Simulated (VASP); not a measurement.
Set up this calculation in VASP 6.6.1, as the native input.

| Quantity | Value |
| --- | --- |
| Task | single point |
| Functional | LDA |
| Potentials or basis | VASP PAW LDA potentials, release 64 (Si, C) |
| Cutoff | 520 eV |
| k mesh | 17 × 17 × 17 |
| Occupations | fermi-dirac, width 0.05 eV |
| Spin | no spin polarisation |
| Dipole correction | no |
| Further INCAR settings | ALGO = Normal; EDIFF = 1e-07; NBANDS = 11 |

The structure of SiC (zincblende type) lies in POSCAR:

```
SiC
1.0
    0.0000000000      2.0092797727      2.0092797727
    2.0092797727      0.0000000000      2.0092797727
    2.0092797727      2.0092797727      0.0000000000
Si C
1 1
Direct
    0.0000000000      0.0000000000      0.0000000000
    0.2500000000      0.2500000000      0.2500000000
```

This cell differs from its parent crystal: volume scaled by 0.8.

One way to write it, as run:

INCAR

```
PREC = Accurate ; ENCUT = 520
EDIFF = 1E-7 ; ISMEAR = -1
SIGMA = 0.05 ; LREAL = False
LASPH = True ; NELM = 80
ALGO = Normal ; ISIF = 2
LWAVE = False ; LCHARG = False
GGA = CA ; NBANDS = 11
```

KPOINTS

```
regular mesh
0
Gamma
  17 17 17
```

Potentials or basis: VASP PAW LDA potentials, release 64 (Si, C).

Run with:

```console
$ cat potpaw_LDA.64/Si/POTCAR potpaw_LDA.64/C/POTCAR > POTCAR
$ mpirun -np 1 vasp_std > vasp.out
```

Results of the run:

| Quantity | Value |
| --- | --- |
| Pressure | 78.7 GPa |
| Band gap on the k mesh | 1.11 eV, indirect (least direct gap 4.74 eV) |

Run time: 12 s on 1 thread of Intel Xeon 6975P-C (shared host), peak memory 0.14 GiB.
